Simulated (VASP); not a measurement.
A run of VASP 6.6.1 is set up as follows.

The input INCAR:

```
PREC     = Accurate       # precision mode
ENCUT    = 520            # plane-wave cutoff, eV
EDIFF    = 1E-6           # SCF threshold, eV
ISMEAR   = 0              # smearing method
SIGMA    = 0.1            # smearing width, eV
LREAL    = F              # projectors in reciprocal space
LASPH    = T              # aspherical terms in the spheres
NELM     = 100            # most SCF steps
ALGO     = Normal         # electronic algorithm
ISIF     = 2              # what is computed and relaxed
LWAVE    = F              # write WAVECAR
LCHARG   = F              # write CHGCAR
GGA      = PE             # functional
NBANDS   = 29             # bands
```

File KPOINTS:

```
regular mesh
0
Gamma
  4 4 4
```

POSCAR

```
Zr2S3
1.0
    4.1320052479      0.0000000000      0.0000000000
    0.0000000000      4.1320052479      0.0000000000
    0.0000000000      0.0000000000      6.1094052889
Zr S
2 3
Direct
    0.5000000000      0.5000000000      0.7412290610
    0.5000000000      0.5000000000      0.2587709390
    0.0000000000      0.5000000000      0.5000000000
    0.5000000000      0.0000000000      0.5000000000
    0.0000000000      0.0000000000      0.0000000000
```

Potentials or basis: VASP PAW PBE potentials, release 64 (Zr_sv, S).

Run with:

```bash
$ cat potpaw_PBE.64/Zr_sv/POTCAR potpaw_PBE.64/S/POTCAR > POTCAR
$ mpirun -np 1 vasp_std > vasp.out
```

Q: Estimate the largest force.

A: 0.029 eV/Å.

Q: Predict the band gap on the k mesh.

A: Zero (band 21 reaches 8.48 eV, above the bottom of band 22 at 7.29 eV).

Forces in eV/Å, atoms in the order of the input:
```
Zr   0.000  0.000 -0.029
Zr   0.000  0.000  0.029
S    0.000  0.000  0.000
S    0.000  0.000  0.000
S    0.000  0.000  0.000
```

Caveat: the k points lie up to 0.38 Å⁻¹ apart.
